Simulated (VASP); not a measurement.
A run of VASP 6.6.1 is set up as follows.

INCAR

```
ALGO = Normal
EDIFF = 1E-7
ENCUT = 520
GGA = PS
ISIF = 2
ISMEAR = -1
LASPH = T
LCHARG = F
LREAL = F
LWAVE = F
NBANDS = 21
NELM = 60
PREC = Accurate
SIGMA = 0.05
```

The input KPOINTS:

```
k-points
0
Gamma
  18 18 10
```

The input POSCAR:

```
Ru
1.0
    2.4905627832      0.0000000000      0.0000000000
   -1.2452813916      2.1568906399      0.0000000000
    0.0000000000      0.0000000000      3.9669824488
Ru
2
Direct
    0.3333333333      0.6666666667      0.2500000000
    0.6666666667      0.3333333333      0.7500000000
```

Potentials or basis: VASP PAW PBE potentials, release 64 (Ru_pv).

The run is started by

```bash
$ cat potpaw_PBE.64/Ru_pv/POTCAR > POTCAR
$ mpirun -np 1 vasp_std > vasp.out
```

(1) What does it give for the band gap on the k mesh?

(2) What does it give for the pressure?

Results:

(1) zero (band 14 reaches 19.88 eV, above the bottom of band 15 at 15.29 eV).

(2) 131.8 GPa.

Caveat: the PAW data sets were made with another functional, which shifts forces and pressure a little.
